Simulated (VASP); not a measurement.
**KF: single point with r2SCAN**

The system is KF.

```
CELL_PARAMETERS angstrom
0.00000 2.65896 2.65896
2.65896 0.00000 2.65896
2.65896 2.65896 0.00000
ATOMIC_POSITIONS crystal
K 0.00000 0.00000 0.00000
F 0.50000 0.50000 0.50000
```

```json
{
 "Program": "VASP 6.6.1",
 "Task": "single point",
 "Functional": "r2SCAN",
 "Potentials or basis": "VASP PAW PBE potentials, release 64 (K_sv, F)",
 "Cutoff": "520 eV",
 "k mesh": "6 × 6 × 6",
 "Occupations": "gaussian, width 0.01 eV",
 "Spin": "no spin polarisation"
}
```

* Pressure: 0.0 GPa
* Band gap on the k mesh: 6.91 eV, direct

Levels at points of the mesh, in eV from the valence-band top:
```
           k point  band 6  band 7  band 8  band 9  band 10  band 11
(0.00, 0.00, 0.00)    0.00    0.00    0.00    6.91    11.49    11.49
(0.50, 0.00, 0.00)   -0.78   -0.35   -0.35    9.74    11.36    12.99
(0.50, 0.50, 0.00)   -0.20   -0.05   -0.05    8.78    11.31    12.54
```

Wall time 42 s on 1 thread of Intel(R) Xeon(R) Platinum 8259CL CPU @ 2.50GHz (Skylake/Cascade Lake), on a shared host, peak memory 0.16 GiB.

Caveat: the PAW data sets were made with another functional, which shifts forces and pressure a little. r2SCAN opens gaps a little over a GGA but as a rule still falls short of measured ones.
